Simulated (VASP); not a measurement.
Here is a VASP 6.6.1 calculation.

The input INCAR:

```
ALGO = Normal ; EDIFF = 1E-6
ENCUT = 520 ; GGA = RP
ISIF = 2 ; ISMEAR = -1
LASPH = True ; LCHARG = False
LREAL = False ; LWAVE = False
NBANDS = 13 ; NELM = 80
PREC = Accurate ; SIGMA = 0.1
```

The input KPOINTS:

```
k-points
0
Gamma
  13 13 13
```

Contents of POSCAR:

```
Sn
1.0
   -1.9722154764      1.9722154764      1.9722154764
    1.9722154764     -1.9722154764      1.9722154764
    1.9722154764      1.9722154764     -1.9722154764
Sn
1
Direct
    0.0000000000      0.0000000000      0.0000000000
```

Potentials or basis: VASP PAW PBE potentials, release 64 (Sn_d).

Command:

```bash
$ cat potpaw_PBE.64/Sn_d/POTCAR > POTCAR
$ mpirun -np 1 vasp_std > vasp.out
```

Q: What does it give for the pressure?

A: -2.6 GPa.

Q: Predict the band gap on the k mesh.

A: Zero (band 7 reaches 13.78 eV, above the bottom of band 8 at 4.84 eV).

Caveat: the PAW data sets were made with another functional, which shifts forces and pressure a little; spin-orbit coupling is left out, which moves the levels of the heavy elements.
